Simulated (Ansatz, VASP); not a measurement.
**CsI: VASP beside Ansatz**

The input INCAR:

```
ALGO = Normal
EDIFF = 1E-6
ENCUT = 500
GGA = PE
GGA_COMPAT = F
ISIF = 2
ISMEAR = 0
LASPH = T
LCHARG = F
LREAL = F
LWAVE = F
NBANDS = 15
NELM = 120
PREC = Accurate
SIGMA = 0.05
```

Contents of KPOINTS:

```
k-points
0
Gamma
  8 8 8
```

POSCAR

```
CsI
1.0
    4.7268618740      0.0000000000      0.0000000000
    0.0000000000      4.7268618740      0.0000000000
    0.0000000000      0.0000000000      4.7268618740
Cs I
1 1
Direct
    0.0000000000      0.0000000000      0.0000000000
    0.5000000000      0.5000000000      0.5000000000
```

Input for Ansatz:

```yaml
crystal:
  lattice:
    - [4.726861874, 0.0, 0.0]
    - [0.0, 4.726861874, 0.0]
    - [0.0, 0.0, 4.726861874]
  atoms:
    - { symbol: Cs, position: [0.0, 0.0, 0.0] }
    - { symbol: I, position: [0.5, 0.5, 0.5] }
basis:
  ecutwfc: 420
  ecutrho_ratio: 4
kpoints:
  mp_grid: { grid: [8, 8, 8] }
hamiltonian:
  xc: pbe
scf:
  occupations: { method: gaussian, width: 0.05 }
output:
  forces: true
  stress: true
  eigenvalues: true
  write_density: true
  write_potential: true
  elf: true
  volumetric_format: npy
```

Alike in both runs: task single point; functional PBE; k mesh 8 × 8 × 8; occupations gaussian, width 0.05 eV; no spin polarisation.

```csv
,VASP,Ansatz
version,VASP 6.6.1,Ansatz 0.2.0
potentials or method,"VASP PAW PBE potentials, release 64 (Cs_sv, I), cutoff 500 eV","scalar-relativistic, plane waves, PAW"
valence electrons in the cell,16,26
```

|  | VASP | Ansatz | Ansatz less VASP |
| --- | --- | --- | --- |
| gap on the k mesh at the Fermi level (eV) | 3.57 | 3.58 | +0.010 |
| least direct gap on the mesh (eV) | 3.67 | 3.67 | +0.008 |
| pressure (GPa) | -0.3 | -0.3 | -0.02 |

The functional is the same, so the differences come from potentials, cutoffs and numerics. VASP's potentials hold 16 valence electrons a cell and Ansatz's 26, so a difference there can come from the potentials and not from the codes.

Spin-orbit coupling is off throughout.
